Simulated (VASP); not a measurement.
Au:

```
CELL_PARAMETERS angstrom
0.00000 1.99381 1.99381
1.99381 0.00000 1.99381
1.99381 1.99381 0.00000
ATOMIC_POSITIONS crystal
Au 0.00000 0.00000 0.00000
```

Base run:

| Property | Result |
| --- | --- |
| Program | VASP 6.6.1 |
| Functional | PBEsol |
| Potentials or basis | VASP PAW PBE potentials, release 64 (Au) |
| Cutoff | 520 eV |
| k mesh | 12 × 12 × 12 |
| Occupations | fermi-dirac, width 0.06 eV |
| Spin | no spin polarisation |

Its results: pressure 14.9 GPa.

**Question.** The run is repeated on the same cell with these changes: functional from PBEsol to PBE; further incar settings from ALGO = Normal; EDIFF = 1e-06; NBANDS = 12 to ALGO = Normal; EDIFF = 1e-07; NBANDS = 12. What comes out?

**Answer.** Pressure 25.0 GPa.

Caveats: the PAW data sets were made with another functional, which shifts forces and pressure a little (some runs).
